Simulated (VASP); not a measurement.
Write the native input for VASP 6.6.1 that does the following.

```
Task                   : single point
Functional             : PBE
Potentials or basis    : VASP PAW PBE potentials, release 64 (Te, P)
Cutoff                 : 520 eV
k mesh                 : 4 × 4 × 4
Occupations            : gaussian, width 0.1 eV
Spin                   : no spin polarisation
Dipole correction      : no
Further INCAR settings : ALGO = Normal; EDIFF = 1e-06; NBANDS = 20
```

The structure of Te3P lies in POSCAR:

```
Te3P
1.0
    4.8387430662      0.0000000000      0.0000000000
    0.0000000000      4.8387430662      0.0000000000
    0.0000000000      0.0000000000      4.8387430662
Te P
3 1
Direct
    0.0000000000      0.5000000000      0.5000000000
    0.5000000000      0.0000000000      0.5000000000
    0.5000000000      0.5000000000      0.0000000000
    0.0000000000      0.0000000000      0.0000000000
```

The input as run:

INCAR

```
PREC = Accurate
ENCUT = 520
EDIFF = 1E-6
ISMEAR = 0
SIGMA = 0.1
LREAL = False
LASPH = True
NELM = 100
ALGO = Normal
ISIF = 2
LWAVE = False
LCHARG = False
GGA = PE
NBANDS = 20
```

KPOINTS

```
regular mesh
0
Gamma
  4 4 4
```

Potentials or basis: VASP PAW PBE potentials, release 64 (Te, P).

Command:

```console
$ cat potpaw_PBE.64/Te/POTCAR potpaw_PBE.64/P/POTCAR > POTCAR
$ mpirun -np 1 vasp_std > vasp.out
```

Results of the run:

* Pressure: -5.9 GPa

It took 10 s on 1 thread of Intel(R) Xeon(R) 6975P-C (Granite Rapids), with other jobs on the host, peak memory 0.2 GiB.
